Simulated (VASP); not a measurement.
A run of VASP 6.6.1 is set up as follows.

INCAR

```
SYSTEM = H
  ALGO = Normal
  EDIFF = 1E-7
  ENCUT = 520
  GGA = PE
  ISIF = 2
  ISMEAR = -1
  LASPH = .TRUE.
  LCHARG = .FALSE.
  LREAL = Auto
  LWAVE = .FALSE.
  NBANDS = 26
  NELM = 100
  PREC = Accurate
  SIGMA = 0.02
```

Contents of KPOINTS:

```
k-points
0
G
  1 1 1
  0 0 0
```

Contents of POSCAR:

```
H
1.0
    6.2144650000      0.0000000000      0.0000000000
    0.0000000000      6.2144650000      0.0000000000
    0.0000000000      0.0000000000      6.2144650000
H
20
Direct
    0.3798768379      0.5002500722      0.9249216029
    0.4854857249      0.4694675085      0.8759509958
    0.7784904801      0.0481134764      1.0146228820
    0.7988656791      0.0358863188      0.8962664436
    0.1471905389     -0.0103488838      0.3633187811
    0.1235877616      0.0712882715      0.2777879035
    0.4308147990      0.1223935608      0.7007875817
    0.3866845925      0.1472391994      0.5913863447
    0.2032079293      0.4494292640      0.4397025433
    0.0912424764      0.4390006941      0.3959452973
    0.3365855422      0.8501346845      0.0091652400
    0.2643679239      0.9161521301     -0.0606645596
    0.7422501726      0.4015547163      0.2689913591
    0.7262581080      0.3949782036      0.1500743652
    0.9577208777      0.8378762903      0.5887188333
    0.9680413846      0.7638611818      0.6837386187
    0.7959671625      0.4388292748      0.6328401752
    0.7513989492      0.3283983931      0.6497601945
    0.4698905516      0.7226016909      0.5406592804
    0.4393428079      0.7363071528      0.4250114174
```

Potentials or basis: VASP PAW PBE potentials, release 64 (H).

The run is started by

```bash
$ cat potpaw_PBE.64/H/POTCAR > POTCAR
$ mpirun -np 1 vasp_gam > vasp.out
```

Q: What does it give for the band gap on the k mesh?

A: 9.29 eV.

Q: Estimate the largest force.

A: 0.112 eV/Å.

Q: Estimate the pressure.

A: 0.9 GPa.

Stress tensor (GPa, compression positive):
```
 0.68  0.01 -0.14
 0.01  1.17  0.25
-0.14  0.25  0.98
```

Caveat: the k points lie up to 1.01 Å⁻¹ apart.
